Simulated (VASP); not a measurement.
GaN: single point with PBEsol

GaN:

```
Ga N
1.0
     0.00000    2.26843    2.26843
     2.26843    0.00000    2.26843
     2.26843    2.26843    0.00000
Ga N
1 1
Direct
  0.00000 0.00000 0.00000
  0.75000 0.75000 0.75000
```

```yaml
Program: VASP 6.6.1
Task: single point
Functional: PBEsol
Potentials_or_basis: VASP PAW PBE potentials, release 64 (Ga_d, N)
Cutoff: 520 eV
k_mesh: 7 × 7 × 7
Occupations: gaussian, width 0.01 eV
Spin: no spin polarisation
```

```yaml
Pressure: -4.8 GPa
Band_gap_on_the_k_mesh: 1.56 eV, direct
```

Levels at points of the mesh, in eV from the valence-band top:
```
           k point  band 7  band 8  band 9  band 10  band 11  band 12
(0.00, 0.00, 0.00)    0.00    0.00    0.00     1.56    10.08    10.08
```

It took 4.7 s on 1 thread of Intel Xeon 6975P-C, with other jobs on the host, peak memory 0.14 GiB.

Caveat: the PAW data sets were made with another functional, which shifts forces and pressure a little.
